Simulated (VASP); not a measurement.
Wanted: the native input for a VASP 6.6.1 run.

```
Task                   : single point
Functional             : PBE
Potentials or basis    : VASP PAW PBE potentials, release 64 (Zr_sv, Se, S)
Cutoff                 : 520 eV
k mesh                 : 6 × 6 × 2
Occupations            : gaussian, width 0.1 eV
Spin                   : no spin polarisation
Dipole correction      : no
Further INCAR settings : ALGO = Normal; EDIFF = 1e-07; NBANDS = 36
```

The structure of Zr3SeS2 lies in POSCAR:

```
Zr3SeS2
1.0
    3.3771932700      0.0000000000      0.0000000000
    0.0000000000      3.3771932700      0.0000000000
    0.0000000000      0.0000000000     10.3512074100
Zr Se S
3 1 2
Direct
    0.5000000000      0.5000000000      0.1817286000
    0.5000000000      0.5000000000      0.5000000000
    0.5000000000      0.5000000000      0.8182714000
    0.0000000000      0.0000000000      0.0000000000
    0.0000000000      0.0000000000      0.3392778000
    0.0000000000      0.0000000000      0.6607222000
```

These files were run (other wordings do the same):

INCAR

```
PREC = Accurate
ENCUT = 520
EDIFF = 1E-7
ISMEAR = 0
SIGMA = 0.1
LREAL = False
LASPH = True
NELM = 80
ALGO = Normal
ISIF = 2
LWAVE = False
LCHARG = False
GGA = PE
NBANDS = 36
```

KPOINTS

```
regular mesh
0
Gamma
  6 6 2
```

Potentials or basis: VASP PAW PBE potentials, release 64 (Zr_sv, Se, S).

Command:

```bash
$ cat potpaw_PBE.64/Zr_sv/POTCAR potpaw_PBE.64/Se/POTCAR potpaw_PBE.64/S/POTCAR > POTCAR
$ mpirun -np 1 vasp_std > vasp.out
```

Results of the run:

```yaml
Pressure: -11.9 GPa
Largest_force: 0.541 eV/Å
Band_gap_on_the_k_mesh: zero (band 27 reaches 9.96 eV, above the bottom of band 28 at 7.85 eV)
```

Run time: 2.3 min on 1 thread of Intel(R) Xeon(R) Platinum 8375C CPU @ 2.90GHz (Ice Lake), with other jobs on the host, peak memory 0.26 GiB.
